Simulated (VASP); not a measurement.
Write the native input for VASP 6.6.1 that does the following.

```
Task                   : single point
Functional             : PBE
Potentials or basis    : VASP PAW PBE potentials, release 64 (Al, Cu)
Cutoff                 : 520 eV
k mesh                 : 6 × 6 × 6
Occupations            : gaussian, width 0.1 eV
Spin                   : no spin polarisation
Dipole correction      : no
Further INCAR settings : ALGO = Normal; EDIFF = 1e-06; NBANDS = 20
```

The structure of Al4Cu lies in POSCAR:

```
Al4Cu
1.0
   -1.7231857400      2.8617086800      3.3014983200
    1.7231857400     -2.8617086800      3.3014983200
    1.7231857400      2.8617086800     -3.3014983200
Al Cu
4 1
Direct
    0.5380028500      0.3421335800      0.1958692700
    0.1462643100      0.3421335800      0.8041307300
    0.8537356900      0.6578664200      0.1958692700
    0.4619971500      0.6578664200      0.8041307300
    0.0000000000      0.0000000000      0.0000000000
```

The cell was built from a structure type or drawn by symmetry, and may not be a known phase.

The input as run:

INCAR

```
SYSTEM = Al4Cu
PREC = Accurate
ENCUT = 520
EDIFF = 1E-6
ISMEAR = 0
SIGMA = 0.1
LREAL = .FALSE.
LASPH = .TRUE.
NELM = 60
ALGO = Normal
ISIF = 2
LWAVE = .FALSE.
LCHARG = .FALSE.
GGA = PE
NBANDS = 20
```

KPOINTS

```
regular mesh
0
G
  6 6 6
  0 0 0
```

Potentials or basis: VASP PAW PBE potentials, release 64 (Al, Cu).

Command:

```console
$ cat potpaw_PBE.64/Al/POTCAR potpaw_PBE.64/Cu/POTCAR > POTCAR
$ mpirun -np 1 vasp_std > vasp.out
```

It gave:

The pressure is 64.4 GPa. The largest force is 1.822 eV/Å. The band gap on the k mesh is zero (an odd number of electrons rules out a gap without spin polarisation).

Caveat: the cell stands under pressure; forces of over 1 eV/Å act on the atoms, so gaps and moduli don't describe the material at rest.

It took 110 s on 1 thread of AMD EPYC 7R43 64-Core Processor (Zen 3) (shared host), peak memory 0.19 GiB.
